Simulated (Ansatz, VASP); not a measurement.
Rb: VASP beside Ansatz

The input INCAR:

```
PREC = Accurate
ENCUT = 520
EDIFF = 1E-7
ISMEAR = -1
SIGMA = 0.08
LREAL = F
LASPH = T
NELM = 80
ALGO = Normal
ISIF = 2
LWAVE = F
LCHARG = F
GGA = PE
NBANDS = 10
```

File KPOINTS:

```
regular mesh
0
Gamma
  10 10 10
```

POSCAR

```
Rb
1.0
    0.0000000000      3.5730106134      3.5730106134
    3.5730106134      0.0000000000      3.5730106134
    3.5730106134      3.5730106134      0.0000000000
Rb
1
Direct
    0.0000000000      0.0000000000      0.0000000000
```

Input for Ansatz:

```yaml
crystal:
  lattice:
    - [0.0, 3.5730106134, 3.5730106134]
    - [3.5730106134, 0.0, 3.5730106134]
    - [3.5730106134, 3.5730106134, 0.0]
  atoms:
    - { symbol: Rb, position: [0.0, 0.0, 0.0] }
kpoints:
  mp_grid: { grid: [10, 10, 10] }
scf:
  occupations: { method: fermi_dirac, width: 0.08 }
hamiltonian:
  xc: pbe
  pseudopotentials: { kind: nc }
output:
  forces: true
  stress: true
  eigenvalues: true
```

Change from the starting cell: volume scaled by 1, norm-conserving files.

Alike in both runs: task single point; functional PBE; k mesh 10 × 10 × 10; occupations fermi-dirac, width 0.08 eV; no spin polarisation.

|  | VASP | Ansatz |
| --- | --- | --- |
| version | VASP 6.6.1 | Ansatz 0.2.0 |
| potentials or method | VASP PAW PBE potentials, release 64 (Rb_sv) | scalar-relativistic |
| plane-wave cutoff (eV) | 520 | 630 |
| valence electrons in the cell | 9 | 9 |

```csv
,VASP,Ansatz,Ansatz less VASP
pressure (GPa),0.0,0.0,0.00
```
